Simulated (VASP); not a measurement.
Zn:

```xyz
4
Lattice="2.1118 -3.5790 0.0000 2.1118 3.5790 0.0000 0.0000 0.0000 4.2291" Properties=species:S:1:pos:R:3 pbc="T T T"
Zn    2.1118    2.4874    0.3320
Zn    2.1118   -1.0916    1.7826
Zn    2.1118   -2.4874    3.8972
Zn    2.1118    1.0916    2.4466
```

* Program: VASP 6.6.1
* Task: relaxation of cell and atoms
* Functional: PBEsol
* Potentials or basis: VASP PAW PBE potentials, release 64 (Zn)
* Cutoff: 600 eV
* k mesh: 6 × 6 × 4
* Occupations: gaussian, width 0.1 eV
* Spin: no spin polarisation

At the start: pressure 7.3 GPa; volume 15.98 Å³/atom.

Task: How do energy, volume and symmetry change on relaxing?

Result: Over 62 steps the energy falls by 268.0 meV/atom and the volume is 14.47 Å³/atom (-9.5 %); space group Cmce (No. 64, to 0.1 Å) before, Fmmm (No. 69, to 0.1 Å).

The path:
```csv
step,energy change (eV),largest force (eV/Å),pressure (GPa),volume (Å³)
1,0.0000,0.8418,7.26,63.93
3,-0.2068,0.0211,-0.01,69.88
5,-0.2073,0.0412,0.07,69.83
7,-0.2097,0.1459,-0.52,70.52
9,-0.2103,0.1501,-0.59,70.55
11,-0.2134,0.1695,-0.60,70.66
13,-0.2433,0.2741,-1.13,71.07
15,-0.3757,0.7020,-3.78,71.63
17,-0.3201,0.8341,-6.27,70.29
19,-0.3553,0.7874,-4.01,71.53
21,-0.3560,0.7890,-3.96,71.60
23,-0.3567,0.7663,-4.03,71.68
25,-0.3583,0.7744,-4.14,71.63
27,-0.3695,0.7631,-4.03,71.46
29,-0.4125,0.7237,-4.07,70.79
31,-0.5617,0.6003,-2.81,68.15
33,-0.6697,0.1620,8.63,58.17
35,-0.7841,0.2782,2.00,62.05
37,-0.8745,0.3174,-2.34,63.52
39,-0.9125,0.2334,-0.65,61.98
41,-0.9461,0.2197,0.86,60.06
43,-0.9413,0.2947,6.53,55.15
45,-0.9954,0.1933,1.85,58.31
47,-1.0066,0.1326,-1.37,60.03
49,-1.0074,0.1470,-0.81,59.65
51,-1.0382,0.0266,-0.85,59.20
53,-1.0452,0.0945,-0.65,58.93
55,-1.0524,0.1378,0.09,58.30
57,-1.0621,0.1464,-0.12,58.09
59,-1.0674,0.1051,-0.26,58.00
61,-1.0700,0.0451,0.24,57.73
62,-1.0719,0.0111,0.03,57.87
```

Final structure:
```yaml
crystal:
  lattice:
    - [2.23118, -2.45966, 0.00000]
    - [2.23118, 2.45966, 0.00000]
    - [0.00000, 0.00000, 5.27220]
  atoms:
    - { symbol: Zn, position: [0.24976, 0.75024, 0.12457] }
    - { symbol: Zn, position: [0.74976, 0.25024, 0.37543] }
    - { symbol: Zn, position: [0.75024, 0.24976, 0.87543] }
    - { symbol: Zn, position: [0.25024, 0.74976, 0.62457] }
```

Caveat: the k points lie up to 0.32 Å⁻¹ apart in the final cell; the highest band is partly filled, so the run has too few bands; a cell axis changed by over 15 % at a fixed basis, so the end point is rough; the PAW data sets were made with another functional, which shifts forces and pressure a little.
